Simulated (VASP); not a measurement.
# MoSe (Fm-3m) in VASP: further runs

The runs below take MoSe through single point, relaxation of cell and atoms, with PBE.

Program: VASP 6.6.1. These are calculated values, not measurements. Logs are shortened: lines on timing, memory, paths and dates and some standing lists are left out, and cuts for length are marked.

### Step 1. The cell of the first run

The structure is cubic, space group Fm-3m (No. 225). Conventional cell: a = 5.220 Å, b = 5.220 Å, c = 5.220 Å, α = 90.00°, β = 90.00°, γ = 90.00°. Mo (site symmetry m-3m) has 6 Se at 2.61 Å within 3.4 Å. Within 3.4 Å of Se (site symmetry m-3m) lie 6 Mo at 2.61 Å.

### Step 2. Single point, PBE, collinear spin

INCAR

```
PREC = Accurate
ENCUT = 520
EDIFF = 1E-6
ISMEAR = 0
SIGMA = 0.1
LREAL = F
LASPH = T
NELM = 150
ALGO = Normal
ISIF = 2
LWAVE = F
LCHARG = F
ISPIN = 2
MAGMOM = 0.65 0.01
LORBIT = 11
NUPDOWN = 0.75
LMAXMIX = 4
GGA = PE
NBANDS = 21
```

KPOINTS

```
regular mesh
0
Gamma
  14 14 14
```

POSCAR

```
MoSe
1.0
    0.0000000000      2.6101627283      2.6101627283
    2.6101627283      0.0000000000      2.6101627283
    2.6101627283      2.6101627283      0.0000000000
Mo Se
1 1
Direct
    0.0000000000      0.0000000000      0.0000000000
    0.5000000000      0.5000000000      0.5000000000
```

Potentials or basis: VASP PAW PBE potentials, release 64 (Mo_sv, Se).

Launch:

```console
> cat potpaw_PBE.64/Mo_sv/POTCAR potpaw_PBE.64/Se/POTCAR > POTCAR
> mpirun -np 1 vasp_std > vasp.out
```

OUTCAR:

```text
PREC = Accurate
   ENCUT = 520
   EDIFF = 1E-6
   ISMEAR = 0
   LREAL = F
   LASPH = T
   NELM = 150
   ISIF = 2
   ISPIN = 2
   LORBIT = 11
   NUPDOWN = 0.75
   GGA = PE

 ion  position               nearest neighbor table
   1  0.000  0.000  0.000-   2 2.61   2 2.61   2 2.61   2 2.61   2 2.61   2 2.61
   2  0.500  0.500  0.500-   1 2.61   1 2.61   1 2.61   1 2.61   1 2.61   1 2.61

  LATTYP: Found a face centered cubic cell.
 ALAT       =     5.2203254566

  Lattice vectors:

 A1 = (   0.0000000000,   2.6101627283,   2.6101627283)
 A2 = (   2.6101627283,   0.0000000000,   2.6101627283)
 A3 = (   2.6101627283,   2.6101627283,   0.0000000000)

Analysis of symmetry for initial positions (statically):
=====================================================================
 Subroutine PRICEL returns:
 Original cell was already a primitive cell.

 Routine SETGRP: Setting up the symmetry group for a
 face centered cubic supercell.

 Subroutine GETGRP returns: Found 48 space group operations
 (whereof 48 operations were pure point group operations)
 out of a pool of 48 trial point group operations.

The static configuration has the point symmetry O_h .

Analysis of symmetry for dynamics (positions and initial velocities):
=====================================================================
 Subroutine PRICEL returns:
 Original cell was already a primitive cell.

 Routine SETGRP: Setting up the symmetry group for a
 face centered cubic supercell.

 Subroutine GETGRP returns: Found 48 space group operations
 (whereof 48 operations were pure point group operations)
 out of a pool of 48 trial point group operations.

The dynamic configuration has the point symmetry O_h .

Analysis of structural, dynamic, and magnetic symmetry:
=====================================================================
 Subroutine PRICEL returns:
 Original cell was already a primitive cell.

 Routine SETGRP: Setting up the symmetry group for a
 face centered cubic supercell.

 Subroutine GETGRP returns: Found 48 space group operations
 (whereof 48 operations were pure point group operations)
 out of a pool of 48 trial point group operations.

The overall configuration has the point symmetry O_h .

 Subroutine INISYM returns: Found 48 space group operations
 (whereof 48 operations are pure point group operations),
 and found     1 'primitive' translations

----------------------------------------------------------------------------------------

                                     Primitive cell

  volume of cell :      35.5658

  direct lattice vectors                    reciprocal lattice vectors
     0.000000000  2.610162728  2.610162728    -0.191558938  0.191558938  0.191558938
     2.610162728  0.000000000  2.610162728     0.191558938 -0.191558938  0.191558938
     2.610162728  2.610162728  0.000000000     0.191558938  0.191558938 -0.191558938

  length of vectors
     3.691327530  3.691327530  3.691327530     0.331789813  0.331789813  0.331789813

  position of ions in fractional coordinates (direct lattice)
     0.000000000  0.000000000  0.000000000
     0.500000000  0.500000000  0.500000000

  ion indices of the primitive-cell ions
   primitive index   ion index
                 1           1
                 2           2

----------------------------------------------------------------------------------------

 KPOINTS: regular mesh

Automatic generation of k-mesh.
 Grid dimensions read from file:
 generate k-points for:   14   14   14

 Generating k-lattice:

  Cartesian coordinates                     Fractional coordinates (reciprocal lattice)
    -0.013682781  0.013682781  0.013682781     0.071428571  0.000000000  0.000000000
     0.013682781 -0.013682781  0.013682781     0.000000000  0.071428571  0.000000000
     0.013682781  0.013682781 -0.013682781     0.000000000  0.000000000  0.071428571

  Length of vectors
     0.023699272  0.023699272  0.023699272

  Shift w.r.t. Gamma in fractional coordinates (k-lattice)
     0.000000000  0.000000000  0.000000000

 Subroutine IBZKPT returns following result:
 ===========================================

 Found    104 irreducible k-points:

 Following reciprocal coordinates:
            Coordinates               Weight
  0.000000  0.000000  0.000000      1.000000
  0.071429  0.000000  0.000000      8.000000
  0.142857  0.000000  0.000000      8.000000
  0.214286  0.000000  0.000000      8.000000
  0.285714  0.000000  0.000000      8.000000
  0.357143  0.000000  0.000000      8.000000
[... 16 lines left out ...]
  0.214286  0.142857  0.000000     24.000000
  0.285714  0.142857  0.000000     24.000000
 [... further k-points ...]
   k-points           NKPTS =    104   k-points in BZ     NKDIM =    104   number of bands    NBANDS=     21
   number of dos      NEDOS =    301   number of ions     NIONS =      2
   total plane-waves  NPLWV =  21952
   dimension x,y,z NGX =    28 NGY =   28 NGZ =   28
   dimension x,y,z NGXF=    56 NGYF=   56 NGZF=   56
   ions per type =               1   1
   NGX,Y,Z   is equivalent  to a cutoff of  12.61, 12.61, 12.61 a.u.
   NGXF,Y,Z  is equivalent  to a cutoff of  25.22, 25.22, 25.22 a.u.
 SYSTEM =  unknown system
   PREC   = accura    normal or accurate (medium, high low for compatibility)
   ISTART =      0    job   : 0-new  1-cont  2-samecut
   ICHARG =      2    charge: 1-file 2-atom 10-const
   ISPIN  =      2    spin polarized calculation?
   LNONCOLLINEAR =      F non collinear calculations
   LSORBIT =      F    spin-orbit coupling
   LASPH  =      T    aspherical Exc in radial PAW
   ENCUT  =  520.0 eV  38.22 Ry    6.18 a.u.   6.86  6.86  6.86*2*pi/ulx,y,z
   NELM   =    150;   NELMIN=  2; NELMDL= -5     # of ELM steps
   EDIFF  = 0.1E-05   stopping-criterion for ELM
   LREAL  =      F    real-space projection
   EDIFFG = 0.1E-04   stopping-criterion for IOM
   NSW    =      0    number of steps for IOM
   IBRION =     -1    ionic relax: 0-MD 1-quasi-New 2-CG
   NFREE  =      0    steps in history (QN), initial steepest desc. (CG)
   ISIF   =      2    stress and relaxation
   ISYM   =      2    0-nonsym 1-usesym 2-fastsym
   POTIM  = 0.5000    time-step for ionic-motion
   TEBEG  =    0.0;   TEEND  =   0.0 temperature during run
   PSTRESS=    0.0 pullay stress
   NELECT =      20.0000    total number of electrons
   NUPDOWN=       0.7500    fix difference up-down
   EMIN   =  10.00;   EMAX   =-10.00  energy-range for DOS
   EFERMI =   0.00;   METHOD = LEGACY
   ISMEAR =     0;   SIGMA  =   0.10  broadening in eV -4-tet -1-fermi 0-gaus
   EFERMI_NEDOS =   21; number of points for ismear=-14 and -15
   IALGO  =     38    algorithm
   IMIX   =      4    mixing-type and parameters
     AMIX     =   0.40;   BMIX     =  1.00
     AMIX_MAG =   1.60;   BMIX_MAG =  1.00
  volume/ion in A,a.u.               =      17.78       120.00
  Fermi-wavevector in a.u.,A,eV,Ry     =   1.351265  2.553521 24.843116  1.825918
  Thomas-Fermi vector in A             =   2.478701
   LORBIT       =     11    0 simple, 1 ext, 2 COOP (PROOUT), +10 PAW based schemes
   GGA     = PE    functional components
   LHFCALC =     F    Hartree Fock is set to
   AEXX    =    0.0000 exact exchange contribution
   IVDW    =     0    specifies the selected vdW correction
   LEPSILON=     F    determine dielectric tensor
   LRPA    =     F    only Hartree local field effects (RPA)
 spin polarized calculation
 Gauss-broadening in eV      SIGMA  =   0.10
  energy-cutoff  :      520.00
  volume of cell :       35.57
 maximum number of plane-waves:       982
   NGX = 13   NGY = 13   NGZ = 13

 number of electron      20.0000001 magnetization       0.7499709

 Free energy of the ion-electron system (eV)
  ---------------------------------------------------
  ext. energy  EPLUGINS =         0.00000000
  ---------------------------------------------------
  free energy    TOTEN  =       -13.29459460 eV

  energy without entropy =      -13.27855354  energy(sigma->0) =      -13.28657407

 E-fermi :   9.6565     XC(G=0): -11.7729

 val. band max:        9.6603025410   @ k =  -0.2143   0.2143   0.0714
 cond. band min:       9.6576257085   @ k =   0.3571   0.0000   0.0000
 fundamental gap:     -0.0026768325
 Fermi energy:         9.6646570832

 spin component 1

 k-point     1 :       0.0000    0.0000    0.0000
  band No.  band energies     occupation
      1     -51.8587      1.00000
      2     -25.9876      1.00000
      3     -25.9876      1.00000
      4     -25.9876      1.00000
      5      -6.3425      1.00000
      6       7.3521      1.00000
[... 13 lines left out ...]
     20      24.3889      0.00000
     21      24.3889      0.00000
[... 529 lines left out ...]
 k-point    24 :       0.2857    0.1429    0.0000
  band No.  band energies     occupation
      1     -51.8541      1.00000
      2     -26.0442      1.00000
      3     -26.0017      1.00000
      4     -25.9991      1.00000
      5      -5.5905      1.00000
      6       3.4770      1.00000
[... 13 lines left out ...]
     20      24.9724      0.00000
     21      27.0237      0.00000

 [... further k-points ...]

 spin component 2

 k-point     1 :       0.0000    0.0000    0.0000
  band No.  band energies     occupation
      1     -51.4176      1.00000
      2     -25.5020      1.00000
      3     -25.5020      1.00000
      4     -25.5020      1.00000
      5      -6.3088      1.00000
      6       7.3668      1.00000
[... 13 lines left out ...]
     20      24.7181      0.00000
     21      24.7181      0.00000
[... 529 lines left out ...]
 k-point    24 :       0.2857    0.1429    0.0000
  band No.  band energies     occupation
      1     -51.4129      1.00000
      2     -25.5599      1.00000
      3     -25.5164      1.00000
      4     -25.5136      1.00000
      5      -5.5647      1.00000
      6       3.6024      1.00000
[... 13 lines left out ...]
     20      25.1284      0.00000
     21      27.2403      0.00000

 [... further k-points ...]

------------------------ aborting loop because EDIFF is reached ----------------------------------------

  FORCE on cell =-STRESS in cart. coord.  units (eV):
  Direction    XX          YY          ZZ          XY          YZ          ZX
  --------------------------------------------------------------------------------------
  -------------------------------------------------------------------------------------
  Total        0.2717021      0.2717021      0.2717021      0.0000000      0.0000000     -0.0000000
  in kB       12.2397021     12.2397021     12.2397021      0.0000000      0.0000000     -0.0000000
  external PRESSURE =      12.2397021 kB  Pullay stress =       0.0000000 kB

 VOLUME and BASIS-vectors are now :
 -----------------------------------------------------------------------------
  energy-cutoff  :      520.00
  volume of cell :       35.57
      direct lattice vectors                 reciprocal lattice vectors
     0.000000000  2.610162728  2.610162728    -0.191558938  0.191558938  0.191558938
     2.610162728  0.000000000  2.610162728     0.191558938 -0.191558938  0.191558938
     2.610162728  2.610162728  0.000000000     0.191558938  0.191558938 -0.191558938

 POSITION                                       TOTAL-FORCE (eV/Angst)
 -----------------------------------------------------------------------------------
      0.00000      0.00000      0.00000         0.000000     -0.000000     -0.000000
      2.61016      2.61016      2.61016        -0.000000      0.000000      0.000000
 -----------------------------------------------------------------------------------
    total drift:                               -0.000000      0.000000      0.000000

  FREE ENERGIE OF THE ION-ELECTRON SYSTEM (eV)
  ---------------------------------------------------
  free  energy   TOTEN  =       -13.2945945958 eV

  energy  without entropy=      -13.2785535389  energy(sigma->0) =      -13.28657407

 total charge

# of ion       s       p       d       tot
------------------------------------------
    1        2.208   6.092   4.062  12.363
    2        1.429   2.394   0.120   3.944
--------------------------------------------------
tot          3.638   8.487   4.182  16.307

 magnetization (x)

# of ion       s       p       d       tot
------------------------------------------
    1        0.012   0.005   0.665   0.682
    2        0.001  -0.006   0.004  -0.001
--------------------------------------------------
tot          0.014  -0.001   0.668   0.681
```

It took 62 s on 1 thread of Intel Xeon 6975P-C (Granite Rapids), shared host; peak memory 0.26 GiB.

Results:

| Item | Value |
| --- | --- |
| Free energy | -13.2946 eV |
| Pressure | 1.2 GPa |
| Net moment | 0.75 μB per cell |
| Site moments | Mo +0.68; Se -0.00 μB |
| Valence electrons inside the program's atomic spheres | Mo 12.36; Se 3.94 |

Caveat: the total moment is fixed, so each spin has its own Fermi level.

### Step 3. Single point, PBE, collinear spin

INCAR

```
  PREC = Accurate
  ENCUT = 520
  EDIFF = 1E-7
  ISMEAR = 0
  SIGMA = 0.1
  LREAL = False
  LASPH = True
  NELM = 150
  ALGO = Normal
  ISIF = 2
  LWAVE = False
  LCHARG = True
  ISPIN = 2
  MAGMOM = 0.96 0.01
  LORBIT = 11
  NUPDOWN = 1.12
  LMAXMIX = 4
  GGA = PE
  LELF = True
  LVHAR = True
  NBANDS = 21
```

KPOINTS is that of step 2.

POSCAR is that of step 2.

Potentials or basis: VASP PAW PBE potentials, release 64 (Mo_sv, Se).

Launch:

```console
> cat potpaw_PBE.64/Mo_sv/POTCAR potpaw_PBE.64/Se/POTCAR > POTCAR
> mpirun -np 1 vasp_std > vasp.out
```

Wall time 73 s (1 thread of Intel Xeon 6975P-C (Granite Rapids), shared host); peak memory 0.25 GiB.

Results (log left out):

```yaml
Free_energy: -13.2929 eV
Pressure: 2.5 GPa
Net_moment: 1.12 μB per cell
Site_moments: Mo +1.01; Se +0.00 μB
Valence_electrons_inside_the_program's_atomic_spheres: Mo 12.36; Se 3.95
```

Caveat: the total moment is fixed, so each spin has its own Fermi level.

(Part 1 of 2 ends here.)
